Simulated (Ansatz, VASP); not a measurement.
**SnTe in VASP and in Ansatz**

```xyz
2
Lattice="0.0000 3.6351 3.6351 3.6351 0.0000 3.6351 3.6351 3.6351 0.0000" Properties=species:S:1:pos:R:3 pbc="T T T"
Te    1.8175    1.8175    1.8175
Sn    0.0000    0.0000    0.0000
```

Alike in both runs: task single point; functional r2SCAN; k mesh 7 × 7 × 7; occupations fermi-dirac, width 0.05 eV; no spin polarisation.

|  | VASP | Ansatz |
| --- | --- | --- |
| version | VASP 6.6.1 | Ansatz 0.2.0 |
| potentials or method | VASP PAW PBE potentials, release 64 (Te, Sn_d) | Ansatz PAW |
| plane-wave cutoff (eV) | 520 | 500 |
| valence electrons in the cell | 20 | 30 |

Ansatz gave:

- gap on the k mesh at the Fermi level (eV): 0.45
- least direct gap on the mesh (eV): 0.95
- pressure (GPa): -1.0

**Question.** Estimate VASP's values.

**Answer.** gap on the k mesh at the Fermi level (eV): 0.45; least direct gap on the mesh (eV): 0.95; pressure (GPa): -1.1.

VASP's potentials were made for PBE, not for r2SCAN. VASP's potentials hold 20 valence electrons a cell and Ansatz's 30, so a difference there can come from the potentials and not from the codes.

Spin-orbit coupling is off throughout. Noted on Ansatz's run: odd divisions of the mesh miss points on the zone boundary, where band edges often lie, so the gap on the mesh can be too wide.
